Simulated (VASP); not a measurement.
A run of VASP 6.6.1 is set up as follows.

File INCAR:

```
PREC = Accurate
ENCUT = 600
EDIFF = 1E-7
ISMEAR = -1
SIGMA = 0.02
LREAL = False
LASPH = True
NELM = 60
ALGO = Normal
ISIF = 3
LWAVE = False
LCHARG = False
GGA = PE
IBRION = 2
NSW = 80
EDIFFG = -0.005
```

The input KPOINTS:

```
regular mesh
0
Gamma
  6 6 4
```

POSCAR

```
SiO2
1.0
    5.0605222284      0.0000000000      0.0000000000
   -2.5302611142      4.3825408062      0.0000000000
    0.0000000000      0.0000000000      5.5413533100
Si O
3 6
Direct
    0.0000000000      0.5000000000      0.3333333300
    0.5000000000      0.5000000000      0.6666666700
    0.5000000000      0.0000000000      0.0000000000
    0.5827892600      0.7913946300      0.8333333300
    0.7913946300      0.5827892600      0.5000000000
    0.7913946300      0.2086053700      0.1666666700
    0.4172107400      0.2086053700      0.8333333300
    0.2086053700      0.4172107400      0.5000000000
    0.2086053700      0.7913946300      0.1666666700
```

Potentials or basis: VASP PAW PBE potentials, release 64 (Si, O).

Run with:

```console
$ cat potpaw_PBE.64/Si/POTCAR potpaw_PBE.64/O/POTCAR > POTCAR
$ mpirun -np 1 vasp_std > vasp.out
```

Task: Predict the space group after relaxing (to 0.1 Å).

Result: P6_422 (No. 181).

Task: What does it give for the relaxed cell?

Result: a = 5.103 Å, b = 5.103 Å, c = 5.587 Å, α = 90.00°, β = 90.00°, γ = 120.00°.

Task: Predict the band gap on the k mesh.

Result: 5.56 eV (least direct gap 5.74 eV).

Final structure:
```xyz
9
Lattice="5.1030 0.0000 0.0000 -2.5515 4.4193 0.0000 0.0000 0.0000 5.5867" Properties=species:S:1:pos:R:3 pbc="T T T"
Si   -1.2758    2.2097    1.8622
Si    1.2758    2.2097    3.7245
Si    2.5515    0.0000    0.0000
O     0.9582    3.4994    4.6556
O     2.5515    2.5795    2.7934
O     3.5097    0.9199    0.9311
O     1.5933    0.9199    4.6556
O     0.0000    1.8398    2.7934
O    -0.9582    3.4994    0.9311
```

A k mesh can miss the band edges.
